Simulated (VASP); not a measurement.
Runs of VASP 6.6.1 on Ge. The structure is that of space group Im-3m (No. 229), or close to it. The cells are those of the table. This isn't the form of Ge at room conditions, which is diamond.

| task | cell | k mesh | cutoff (eV) | gap on the mesh (eV) | pressure (GPa) |
| --- | --- | --- | --- | --- | --- |
| single point | a = 2.777 Å, angles 109.5°, 1 atom | 15 × 15 × 15 | 520 | none | 7.4 |
| single point | a = 2.965 Å, angles 109.5°, 1 atom | 15 × 15 × 15 | 520 | none | -6.9 |
| single point | a = 2.855 Å, angles 109.5°, 1 atom | 13 × 13 × 13 | 520 | none | (a) |
| relaxation of cell and atoms | relaxed from a = 2.924 Å, angles 109.5°, 1 atom | 13 × 13 × 13 | 600 | none | 0.0 |
| single point | a = 2.855 Å, angles 109.5°, 1 atom | 15 × 15 × 15 | 520 | none | -0.4 |

Alike in all rows: level LDA; potentials or basis VASP PAW LDA potentials, release 64 (Ge_d); no spin polarisation; smearing fermi-dirac 0.1 eV.

Question: Fill in the values left out.

Answer: (a) 0.2.

Caveats: the cell stands under pressure (at least some runs); the cell stands under tension (at least some runs).

A k mesh can miss the band edges, and the runs leave out spin-orbit coupling on Ge.

A gap of «none» marks levels without a gap at the run's occupations.
